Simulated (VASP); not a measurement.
Write the native input for VASP 6.6.1 that does the following.

| Quantity | Value |
| --- | --- |
| Task | electric field gradients |
| Functional | PBE |
| Potentials or basis | VASP PAW PBE potentials, release 64 (Ti_sv, B) |
| Cutoff | 520 eV |
| k mesh | 15 × 15 × 13 |
| Occupations | fermi-dirac, width 0.08 eV |
| Spin | no spin polarisation |
| Dipole correction | no |
| Further INCAR settings | ALGO = Normal; EDIFF = 1e-08; NBANDS = 16 |

The structure of TiB2 lies in POSCAR:

```
TiB2
1.0
    3.0291982016     -0.0302919820     -0.0302919820
   -1.5408327268      2.6385085867     -0.0110876350
   -0.0322840000     -0.0322840000      3.2284000000
Ti B
1 2
Direct
    0.0000000000      0.0000000000      0.0000000000
    0.3333333333      0.6666666667      0.5000000000
    0.6666666667      0.3333333333      0.5000000000
```

This cell differs from its parent crystal: equal xy, yz and zx shear strains of -2 %.

These files were run (other wordings do the same):

INCAR

```
SYSTEM = TiB2
  PREC = Accurate
  ENCUT = 520
  EDIFF = 1E-8
  ISMEAR = -1
  SIGMA = 0.08
  LREAL = .False.
  LASPH = .True.
  NELM = 100
  ALGO = Normal
  ISIF = 2
  LWAVE = .False.
  LCHARG = .False.
  GGA = PE
  LEFG = .True.
  NBANDS = 16
```

KPOINTS

```
Automatic mesh
0
Gamma
  15 15 13
  0 0 0
```

Potentials or basis: VASP PAW PBE potentials, release 64 (Ti_sv, B).

Run with:

```bash
$ cat potpaw_PBE.64/Ti_sv/POTCAR potpaw_PBE.64/B/POTCAR > POTCAR
$ mpirun -np 1 vasp_std > vasp.out
```

It gave:

| Quantity | Value |
| --- | --- |
| Pressure | 0.8 GPa |
| Largest force | 0.062 eV/Å |
| Band gap on the k mesh | zero (bands 9 and 10 overlap by 0.37 eV) |
| Largest electric field gradient by atom | Ti +23.2; B +4.8 V/Å² |

Caveat: the cell differs from its parent crystal (equal xy, yz and zx shear strains of -2 %); without QUAD_EFG the Cq values of the log hold for a quadrupole moment of 1 mb, not for the nuclei.

Wall time 7.4 min on 1 thread of Intel(R) Xeon(R) Platinum 8259CL CPU @ 2.50GHz (Skylake/Cascade Lake), on a shared host, peak memory 0.64 GiB.
